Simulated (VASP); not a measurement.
Write the native input for VASP 6.6.1 that does the following.

```
Task                   : single point
Functional             : PBE
Potentials or basis    : VASP PAW PBE potentials, release 64 (Ni, Al)
Cutoff                 : 520 eV
k mesh                 : 8 × 8 × 8
Occupations            : gaussian, width 0.015 eV
Spin                   : collinear spin, ferromagnetic start
Starting moments       : [1.0, 1.0, 1.0, 0.0] μB
Dipole correction      : no
Further INCAR settings : ALGO = Normal; EDIFF = 1e-06; NBANDS = 28
```

The structure of AlNi3 lies in POSCAR:

```
AlNi3
1.0
    3.5230547267      0.0000000000      0.0000000000
    0.0000000000      3.5230547267      0.0000000000
    0.0000000000      0.0000000000      3.5230547267
Ni Al
3 1
Direct
    0.5000000000      0.5000000000      0.0000000000
    0.5000000000      0.0000000000      0.5000000000
    0.0000000000      0.5000000000      0.5000000000
    0.0000000000      0.0000000000      0.0000000000
```

These files were run (other wordings do the same):

INCAR

```
SYSTEM = AlNi3
ALGO     = Normal         ! electronic algorithm
EDIFF    = 1E-6           ! SCF threshold, eV
ENCUT    = 520            ! plane-wave cutoff, eV
GGA      = PE             ! functional
ISIF     = 2              ! what is computed and relaxed
ISMEAR   = 0              ! smearing method
ISPIN    = 2              ! spin polarisation
LASPH    = .TRUE.         ! aspherical terms in the spheres
LCHARG   = .FALSE.        ! write CHGCAR
LMAXMIX  = 4              ! l up to which the mixer works
LORBIT   = 11             ! projections on sites
LREAL    = .FALSE.        ! projectors in reciprocal space
LWAVE    = .FALSE.        ! write WAVECAR
MAGMOM   = 1 1 1 0        ! initial moments
NBANDS   = 28             ! bands
NELM     = 150            ! most SCF steps
PREC     = Accurate       ! precision mode
SIGMA    = 0.015          ! smearing width, eV
```

KPOINTS

```
k-points
0
G
  8 8 8
  0 0 0
```

Potentials or basis: VASP PAW PBE potentials, release 64 (Ni, Al).

Run with:

```bash
$ cat potpaw_PBE.64/Ni/POTCAR potpaw_PBE.64/Al/POTCAR > POTCAR
$ mpirun -np 1 vasp_std > vasp.out
```

Results of the run:

| Quantity | Value |
| --- | --- |
| Pressure | 7.4 GPa |
| Net moment | 0.75 μB per cell |
| Site moments | Ni +0.27; Al -0.01 μB |
| Valence electrons inside the program's atomic spheres | Ni 9.45; Al 0.82 |

It took 50 s on 1 thread of AMD EPYC 9R45 96-Core Processor (Zen 5) (shared host), peak memory 0.18 GiB.
